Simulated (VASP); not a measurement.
A run of VASP 6.6.1 is set up as follows.

File INCAR:

```
SYSTEM = HfN
ALGO = Normal
EDIFF = 1E-7
ENCUT = 520
GGA = PE
ISIF = 2
ISMEAR = -1
LASPH = .True.
LCHARG = .False.
LREAL = .False.
LWAVE = .False.
NBANDS = 14
NELM = 80
PREC = Accurate
SIGMA = 0.15
```

File KPOINTS:

```
k-points
0
Gamma
  16 16 16
  0 0 0
```

File POSCAR:

```
HfN
1.0
    0.0000000000      2.2715486632      2.2715486632
    2.2715486632      0.0000000000      2.2715486632
    2.2715486632      2.2715486632      0.0000000000
Hf N
1 1
Direct
    0.0000000000      0.0000000000      0.0000000000
    0.5000000000      0.5000000000      0.5000000000
```

Potentials or basis: VASP PAW PBE potentials, release 64 (Hf_pv, N).

Launch:

```bash
$ cat potpaw_PBE.64/Hf_pv/POTCAR potpaw_PBE.64/N/POTCAR > POTCAR
$ mpirun -np 1 vasp_std > vasp.out
```

Task: Predict the pressure.

Result: -1.4 GPa.
